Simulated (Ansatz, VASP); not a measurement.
**In2BAs3: VASP beside Ansatz**

```
CELL_PARAMETERS angstrom
4.03057 0.00000 0.00000
-2.01529 3.49058 0.00000
0.00000 0.00000 10.05362
ATOMIC_POSITIONS crystal
B 0.00000 0.00000 0.00839
In 0.66667 0.33333 0.68560
In 0.33333 0.66667 0.31933
As 0.66667 0.33333 0.94692
As 0.33333 0.66667 0.57737
As 0.00000 0.00000 0.21238
```

Alike in both runs: task single point; functional PBE; k mesh 12 × 12 × 4; occupations fermi-dirac, width 0.02 eV; no spin polarisation.

|  | VASP | Ansatz |
| --- | --- | --- |
| version | VASP 6.6.1 | Ansatz 0.2.0 |
| potentials or method | VASP PAW PBE potentials, release 64 (B, In_d, As) | plane waves, PAW |
| plane-wave cutoff (eV) | 520 | 420 |
| valence electrons in the cell | 44 | 74 |

Ansatz gave:

```
pressure (GPa)                                                : 1.9
traceless stress, the component that is largest in VASP (GPa) : 0.36
rms of the force components (eV/Å)                            : 0.059
```

Question: Estimate VASP's values.

Answer: Pressure (GPa): 2.0; traceless stress, the component that is largest in VASP (GPa): 0.41; rms of the force components (eV/Å): 0.055.

Atom by atom the forces differ by 0.014 eV/Å (rms over components). VASP's potentials hold 44 valence electrons a cell and Ansatz's 74, so a difference there can come from the potentials and not from the codes.
